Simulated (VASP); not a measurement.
Crystal: GeP4.

```
Ge P
1.0
     6.01001    0.00000    0.00000
     0.00000    6.01001    0.00000
     0.00000    0.00000    5.43223
Ge P
2 8
Direct
  0.50000 0.50000 0.00000
  0.00000 0.00000 0.00000
  0.67385 0.82615 0.25178
  0.82615 0.32615 0.25178
  0.17385 0.32615 0.74822
  0.82615 0.67385 0.74822
  0.67385 0.17385 0.74822
  0.32615 0.82615 0.74822
  0.32615 0.17385 0.25178
  0.17385 0.67385 0.25178
```

The cell was generated, and may not be a known phase.

```yaml
Program: VASP 6.6.1
Task: relaxation of cell and atoms
Functional: PBE
Potentials_or_basis: VASP PAW PBE potentials, release 64 (Ge_d, P)
Cutoff: 600 eV
k_mesh: 4 × 4 × 4
Occupations: gaussian, width 0.1 eV
Spin: no spin polarisation
```

At the start: pressure -6.9 GPa; volume 19.62 Å³/atom.

Question: How do energy, volume and symmetry change on relaxing?

Answer: Over 35 steps the energy falls by 677.2 meV/atom and the volume is 18.02 Å³/atom (-8.1 %); space group P4/nbm (No. 125, to 0.1 Å) before and after.

The path:
```
step  energy change (eV)  largest force (eV/Å)  pressure (GPa)  volume (Å³)
   1              0.0000                0.5580           -6.92       196.21
   2             -0.7120                1.1779            0.20       173.11
   3             -0.7329                1.3177            2.17       168.62
   4             -1.4547                1.4230            3.87       161.07
   5             -2.4891                0.6113           19.48       139.79
   6             -2.4904                1.3537           10.80       147.84
   7             -2.6128                1.1416           13.86       144.16
   8             -3.0057                0.8281           13.61       145.04
   9             -3.5706                0.4831           14.74       147.05
  10             -2.3032                3.8412           27.86       151.10
  11             -3.6336                0.5695           15.64       147.59
  12             -4.2575                0.4843           10.58       154.19
  13             -5.1497                0.6359           -0.40       174.92
  14             -5.1855                0.7178           -2.12       179.69
  15             -5.3375                0.5166           -1.65       180.36
  16             -5.5085                0.1532           -0.45       181.67
  17             -5.5127                0.2661           -0.20       181.91
  18             -5.5390                0.3179           -0.36       181.68
  19             -5.6412                0.5796           -0.66       180.95
  20             -6.0017                1.1923           -1.01       179.24
  21             -6.6264                0.7729           -0.57       174.78
  22             -5.0514                2.3305            7.06       161.52
  23             -6.6868                0.4480           -0.21       173.42
  24             -6.6991                0.1782            0.72       172.61
  25             -6.7044                0.2105            0.37       172.91
  26             -6.7156                0.1625            0.28       173.56
  27             -6.7328                0.1501            0.00       175.53
  28             -6.7453                0.0766            0.23       176.06
  29             -6.7547                0.2412            0.95       177.54
  30             -6.7566                0.1552            0.71       177.12
  31             -6.7632                0.1272            0.44       178.18
  32             -6.7683                0.1049           -0.26       180.84
  33             -6.7685                0.1031           -0.17       180.43
  34             -6.7706                0.0573           -0.16       180.34
  35             -6.7716                0.0157           -0.12       180.23
```

Final structure:
```xyz
10
Lattice="6.4739 0.0000 0.0000 0.0000 6.4739 0.0000 0.0000 0.0000 4.3002" Properties=species:S:1:pos:R:3 pbc="T T T"
Ge    3.2370    3.2370    0.0000
Ge    0.0000    0.0000    0.0000
P     4.2216    5.4892    1.5130
P     5.4892    2.2523    1.5130
P     0.9847    2.2523    2.7872
P     5.4892    4.2216    2.7872
P     4.2216    0.9847    2.7872
P     2.2523    5.4892    2.7872
P     2.2523    0.9847    1.5130
P     0.9847    4.2216    1.5130
```

Caveat: a cell axis changed by over 15 % at a fixed basis, so the end point is rough.
